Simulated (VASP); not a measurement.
A run of VASP 6.6.1 is set up as follows.

INCAR

```
SYSTEM = In3Sb2As
PREC     = Accurate       ! precision mode
ENCUT    = 520            ! plane-wave cutoff, eV
EDIFF    = 1E-6           ! SCF threshold, eV
ISMEAR   = 0              ! smearing method
SIGMA    = 0.1            ! smearing width, eV
LREAL    = .False.        ! projectors in reciprocal space
LASPH    = .True.         ! aspherical terms in the spheres
NELM     = 100            ! most SCF steps
ALGO     = Normal         ! electronic algorithm
ISIF     = 2              ! what is computed and relaxed
LWAVE    = .False.        ! write WAVECAR
LCHARG   = .True.         ! write CHGCAR
GGA      = PE             ! functional
LELF     = .True.         ! ELF
LVHAR    = .True.       
NBANDS   = 36             ! bands
```

KPOINTS

```
regular mesh
0
Gamma
  4 2 6
  0 0 0
```

Contents of POSCAR:

```
In3Sb2As
1.0
    6.1035706062      0.0000000000      0.0000000000
    0.0000000000      8.9259555518      0.0000000000
    0.0000000000      0.0000000000      3.0463787375
In Sb As
3 2 1
Direct
    0.0000000000      0.8267344311     -0.0539433852
    0.0000000000      0.5000000000      0.3686428605
    0.0000000000      0.1732655689     -0.0539433852
    0.5000000000      0.8251409743      0.1420899373
    0.5000000000      0.1748590257      0.1420899373
    0.5000000000      0.5000000000      0.2050640353
```

Potentials or basis: VASP PAW PBE potentials, release 64 (In_d, Sb, As).

The run is started by

```sh
$ cat potpaw_PBE.64/In_d/POTCAR potpaw_PBE.64/Sb/POTCAR potpaw_PBE.64/As/POTCAR > POTCAR
$ mpirun -np 1 vasp_std > vasp.out
```

(1) Predict the largest force.

(2) Predict the pressure.

(3) Predict the band gap on the k mesh.

Answers

(1) 0.022 eV/Å.

(2) -0.1 GPa.

(3) zero (bands 27 and 28 overlap by 2.71 eV).

Caveat: spin-orbit coupling is left out, which moves the levels of the heavy elements.
